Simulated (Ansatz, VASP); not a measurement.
**SnTe in VASP and in Ansatz**

File INCAR:

```
SYSTEM = SnTe
  PREC = Accurate
  ENCUT = 520
  EDIFF = 1E-8
  ISMEAR = -1
  SIGMA = 0.08
  LREAL = .False.
  LASPH = .True.
  NELM = 60
  ALGO = Normal
  ISIF = 2
  LWAVE = .False.
  LCHARG = .False.
  GGA = CA
  LEFG = .True.
  NBANDS = 17
```

Contents of KPOINTS:

```
Automatic mesh
0
Gamma
  11 11 11
  0 0 0
```

File POSCAR:

```
SnTe
1.0
    0.0000000000      3.1565000000      3.2511950000
    3.1565000000      0.0000000000      3.2511950000
    3.1565000000      3.1565000000      0.0000000000
Sn Te
1 1
Direct
    0.0000000000      0.0000000000      0.0000000000
    0.5000000000      0.5000000000      0.5000000000
```

Input for Ansatz:

```yaml
crystal:
  lattice:
    - [0.0, 3.1565, 3.251195]
    - [3.1565, 0.0, 3.251195]
    - [3.1565, 3.1565, 0.0]
  atoms:
    - { symbol: Sn, position: [0.0, 0.0, 0.0] }
    - { symbol: Te, position: [0.5, 0.5, 0.5] }
kpoints:
  mp_grid: { grid: [11, 11, 11] }
scf:
  occupations: { method: fermi_dirac, width: 0.08 }
hamiltonian:
  xc: lda
  pseudopotentials: { kind: paw }
output:
  forces: true
  stress: true
  eigenvalues: true
  efg: { contact_densities: true }
  write_density: true
  write_potential: true
  elf: true
  volumetric_format: npy
```

Change from the starting cell: zz strain of +3 %, PAW files.

Alike in both runs: task electric field gradients; functional LDA; k mesh 11 × 11 × 11; occupations fermi-dirac, width 0.08 eV; no spin polarisation.

```csv
,VASP,Ansatz
version,VASP 6.6.1,Ansatz 0.2.0
potentials or method,"VASP PAW LDA potentials, release 64 (Sn_d, Te)","PAW with Ansatz's default frozen-core files, scalar-relativistic"
plane-wave cutoff (eV),520,420
valence electrons in the cell,20,30
```

|  | VASP | Ansatz | Ansatz less VASP |
| --- | --- | --- | --- |
| pressure (GPa) | -2.8 | -2.8 | -0.04 |
| traceless stress, the component that is largest in VASP (GPa) | -2.01 | -1.99 | +0.019 |
| size of Vzz on the site where it differs most (V/Å²) | 9.2 | 7.9 | -1.33 |

LDA's correlation is that of Perdew and Zunger in VASP and of Perdew and Wang (1992) in Ansatz. VASP's potentials hold 20 valence electrons a cell and Ansatz's 30, so a difference there can come from the potentials and not from the codes.

Spin-orbit coupling is off throughout.
